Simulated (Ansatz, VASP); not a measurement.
# Cu12HF: VASP beside Ansatz

```
Cu F H
1.0
     5.13195    0.00000    0.00000
    -2.56598    4.44440    0.00000
     0.00000    0.00000   22.12157
Cu F H
12 1 1
Direct
  0.33333 0.16667 0.18082
  0.33333 0.66667 0.18082
  0.83333 0.16667 0.18082
  0.83333 0.66667 0.18082
  0.16667 0.33333 0.27397
  0.16667 0.83333 0.27397
  0.66667 0.33333 0.27397
  0.66667 0.83333 0.27397
  0.00000 0.00000 0.36713
  0.00000 0.50000 0.36713
  0.50000 0.00000 0.36713
  0.50000 0.50000 0.36713
  0.28102 0.21898 0.40330
  0.38565 0.11435 0.40330
```

Alike in both runs: task single point; functional PBE; k mesh 6 × 6 × 1; occupations gaussian, width 0.1 eV; no spin polarisation.

|  | VASP | Ansatz |
| --- | --- | --- |
| version | VASP 6.6.1 | Ansatz 0.2.0 |
| potentials or method | VASP PAW PBE potentials, release 64 (Cu, F, H), cutoff 520 eV | scalar-relativistic, plane waves, PAW |
| valence electrons in the cell | 140 | 236 |

```tsv
	VASP	Ansatz	Ansatz less VASP
gap on the k mesh at the Fermi level (eV)	none	none	-
rms of the force components (eV/Å)	4.655	4.409	-0.2467
work function, face that differs most (eV)	4.70	4.73	+0.026
```

Atom by atom the forces differ by 0.256 eV/Å (rms over components). A gap of «none» marks a metal or a gap that the smearing closes. With one functional, cell and mesh, what is left measures potentials, basis and numerics. VASP's potentials hold 140 valence electrons a cell and Ansatz's 236, so a difference there can come from the potentials and not from the codes.
